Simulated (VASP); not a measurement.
AgI:

```
CELL_PARAMETERS angstrom
0.00000 3.28863 3.28863
3.28863 0.00000 3.28863
3.28863 3.28863 0.00000
ATOMIC_POSITIONS crystal
Ag 0.00000 0.00000 0.00000
I 0.25000 0.25000 0.25000
```

Base run:

```yaml
Program: VASP 6.6.1
Functional: HF
Potentials_or_basis: VASP PAW PBE potentials, release 64 (Ag, I)
Cutoff: 400 eV
k_mesh: 4 × 4 × 4
Occupations: gaussian, width 0.01 eV
Spin: no spin polarisation
```

Its results: band gap on the k mesh 8.92 eV; pressure 5.3 GPa.

**Question.** After a change of settings the same cell gave: band gap on the k mesh 2.48 eV; pressure 0.4 GPa. Which change was it?
A. functional from HF to PBE-based screened hybrid with 35 % exact exchange; share of exact exchange from 1 to 0.35
B. functional from HF to PBE-based screened hybrid with 5 % exact exchange; share of exact exchange from 1 to 0.05
C. functional from HF to HSE06; share of exact exchange from 1 to 0.25

**Answer.** C.

Caveats: the PAW data sets were made with another functional, which shifts forces and pressure a little; spin-orbit coupling is left out, which moves the levels of the heavy elements; the cell stands under pressure (at least some runs).
